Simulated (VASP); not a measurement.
# BN (R3m) in VASP: further runs, part 2 of 2

VASP 6.6.1.

### Step 4. Single point, PBEsol

Input file INCAR:

```
PREC = Accurate ; ENCUT = 520
EDIFF = 1E-7 ; ISMEAR = 0
SIGMA = 0.01 ; LREAL = False
LASPH = True ; NELM = 100
ALGO = Normal ; ISIF = 2
LWAVE = False ; LCHARG = True
GGA = PS ; LELF = True
LVHAR = True ; NBANDS = 11
```

Input file KPOINTS:

```
Automatic mesh
0
Gamma
  8 8 8
```

Input file POSCAR:

```
BN
1.0
    1.2511200000      0.7223400000      3.3729300000
   -1.2511200000      0.7223400000      3.3729300000
    0.0000000000     -1.4446700000      3.3729300000
B N
1 1
Direct
    0.9996700000      0.9996700000      0.9996700000
    0.3327600000      0.3327600000      0.3327600000
```

Potentials or basis: VASP PAW PBE potentials, release 64 (B, N).

Launch:

```sh
$ cat potpaw_PBE.64/B/POTCAR potpaw_PBE.64/N/POTCAR > POTCAR
$ mpirun -np 1 vasp_std > vasp.out
```

OUTCAR:

```text
PREC = Accurate
   ENCUT = 520
   EDIFF = 1E-7
   ISMEAR = 0
   LREAL = False
   LASPH = True
   NELM = 100
   ISIF = 2
   GGA = PS

 ion  position               nearest neighbor table
   1  1.000  1.000  1.000-   2 1.44   2 1.44   2 1.44
   2  0.333  0.333  0.333-   1 1.44   1 1.44   1 1.44

  LATTYP: Found a trigonal (rhomboedric) cell.
 ALAT       =     3.6692959972
 COS(alpha) =     0.7674777610

  Lattice vectors:

 A1 = (   1.2511200000,   0.7223400000,   3.3729300000)
 A2 = (  -1.2511200000,   0.7223400000,   3.3729300000)
 A3 = (   0.0000000000,  -1.4446700000,   3.3729300000)

Analysis of symmetry for initial positions (statically):
=====================================================================
 Subroutine PRICEL returns:
 Original cell was already a primitive cell.

 Routine SETGRP: Setting up the symmetry group for a
 trigonal (rhombohedral) supercell.

 Subroutine GETGRP returns: Found  6 space group operations
 (whereof  6 operations were pure point group operations)
 out of a pool of 12 trial point group operations.

The static configuration has the point symmetry C_3v.

Analysis of symmetry for dynamics (positions and initial velocities):
=====================================================================
 Subroutine PRICEL returns:
 Original cell was already a primitive cell.

 Routine SETGRP: Setting up the symmetry group for a
 trigonal (rhombohedral) supercell.

 Subroutine GETGRP returns: Found  6 space group operations
 (whereof  6 operations were pure point group operations)
 out of a pool of 12 trial point group operations.

The dynamic configuration has the point symmetry C_3v.

 Subroutine INISYM returns: Found  6 space group operations
 (whereof  6 operations are pure point group operations),
 and found     1 'primitive' translations

----------------------------------------------------------------------------------------

                                     Primitive cell

[... 112 lines left out ...]
  Fermi-wavevector in a.u.,A,eV,Ry     =   1.242718  2.348396 21.012115  1.544347
  Thomas-Fermi vector in A             =   2.377060
   LORBIT       =      0    0 simple, 1 ext, 2 COOP (PROOUT), +10 PAW based schemes
   GGA     = PS    functional components
   LHFCALC =     F    Hartree Fock is set to
   AEXX    =    0.0000 exact exchange contribution
   IVDW    =     0    specifies the selected vdW correction
   LEPSILON=     F    determine dielectric tensor
   LRPA    =     F    only Hartree local field effects (RPA)
 non-spin polarized calculation
 Gauss-broadening in eV      SIGMA  =   0.01
  energy-cutoff  :      520.00
  volume of cell :       18.29
 maximum number of plane-waves:       517
   NGX = 13   NGY = 13   NGZ = 13

 number of electron       8.0000000 magnetization

 Free energy of the ion-electron system (eV)
  ---------------------------------------------------
  ext. energy  EPLUGINS =         0.00000000
  ---------------------------------------------------
  free energy    TOTEN  =       -18.28447654 eV

  energy without entropy =      -18.28447654  energy(sigma->0) =      -18.28447654

 E-fermi :   2.1194     XC(G=0): -10.2084

 val. band max:        2.0414290383   @ k =  -0.1250   0.5000   0.1250
 cond. band min:       6.2265120649   @ k =   0.5000   0.5000   0.0000
 fundamental gap:      4.1850830266
 Fermi energy:         2.1194029158

 k-point     1 :       0.0000    0.0000    0.0000
  band No.  band energies     occupation
      1     -15.6882      2.00000
      2      -2.1554      2.00000
      3       0.7879      2.00000
      4       0.7879      2.00000
      5       7.0183      0.00000
      6      13.6897      0.00000
      7      13.6898      0.00000
      8      15.1652      0.00000
      9      16.7695      0.00000
     10      27.7329      0.00000
     11      29.7587      0.00000
[... 309 lines left out ...]
 k-point    24 :       0.3750    0.1250    0.1250
  band No.  band energies     occupation
      1     -14.4253      2.00000
      2      -3.0484      2.00000
      3      -1.4392      2.00000
      4      -0.8300      2.00000
      5       9.8574      0.00000
      6      12.3478      0.00000
      7      13.5862      0.00000
      8      18.1762      0.00000
      9      18.9740      0.00000
     10      23.7124      0.00000
     11      25.6963      0.00000

 [... further k-points ...]
[... 5 lines left out ...]
  --------------------------------------------------------------------------------------
  -------------------------------------------------------------------------------------
  Total        0.1559855      0.1559864      0.0377433      0.0000000      0.0000000      0.0000000
  in kB       13.6646202     13.6647033      3.3063860      0.0000000      0.0000033      0.0000000
  external PRESSURE =      10.2119032 kB  Pullay stress =       0.0000000 kB

 VOLUME and BASIS-vectors are now :
 -----------------------------------------------------------------------------
  energy-cutoff  :      520.00
  volume of cell :       18.29
      direct lattice vectors                 reciprocal lattice vectors
     1.251120000  0.722340000  3.372930000     0.399641921  0.230732669  0.098825817
    -1.251120000  0.722340000  3.372930000    -0.399641921  0.230732669  0.098825817
     0.000000000 -1.444670000  3.372930000     0.000000000 -0.461465337  0.098826501

 POSITION                                       TOTAL-FORCE (eV/Angst)
 -----------------------------------------------------------------------------------
      0.00000      0.00001     10.11545         0.000000     -0.000000     -0.002629
      0.00000      0.00000      3.36713         0.000000      0.000000      0.002629
 -----------------------------------------------------------------------------------
    total drift:                                0.000000     -0.000165     -0.000065

  FREE ENERGIE OF THE ION-ELECTRON SYSTEM (eV)
  ---------------------------------------------------
  free  energy   TOTEN  =       -18.2844765432 eV

  energy  without entropy=      -18.2844765432  energy(sigma->0) =      -18.28447654
```

Run time: 12 s. Hardware: 1 thread of Intel Xeon Platinum 8488C (Sapphire Rapids), shared host; peak memory 0.15 GiB.

Results:

| Item | Value |
| --- | --- |
| Free energy | -18.2845 eV |
| Pressure | 1.0 GPa |
| Band gap on the k mesh | 4.19 eV, indirect (least direct gap 4.88 eV) |

Forces on the atoms (eV/Å):
```
B    0.000  0.000 -0.003
N    0.000  0.000  0.003
```

Levels at points of the mesh, in eV from the valence-band top:
```
           k point  band 1  band 2  band 3  band 4  band 5  band 6  band 7  band 8
(0.00, 0.00, 0.00)  -17.73   -4.20   -1.25   -1.25    4.98   11.65   11.65   13.12
(0.50, 0.00, 0.00)  -14.51   -8.93   -4.05   -0.60    5.22    9.86   12.87   14.86
(0.50, 0.50, 0.00)  -14.44   -8.81   -4.11   -1.18    4.19    9.86   14.07   17.39
(0.50, 0.50, 0.50)  -17.46   -6.20   -1.27   -1.27    9.98   11.58   11.58   12.24
```

Caveat: the PAW data sets were made with another functional, which shifts forces and pressure a little. A hybrid or GW would open this gap; PBEsol tends to underestimate it.

### Step 5. Summary

```csv
level,potentials or basis,gap on the mesh (eV),pressure (GPa)
LDA,"VASP PAW LDA potentials, release 64 (B, N)",4.10,-3.8
BLYP,"VASP PAW PBE potentials, release 64 (B, N)",4.36,5.5
PBEsol,"VASP PAW PBE potentials, release 64 (B, N)",4.19,1.0
```

Alike in all rows: task single point; no spin polarisation; cell as given; k mesh 8 × 8 × 8; cutoff (eV) 520; smearing gaussian 0.01 eV.

Caveats: the PAW data sets were made with another functional, which shifts forces and pressure a little (some runs).

Total energies depend on the potentials used, so only differences within one code and one set of settings carry meaning.
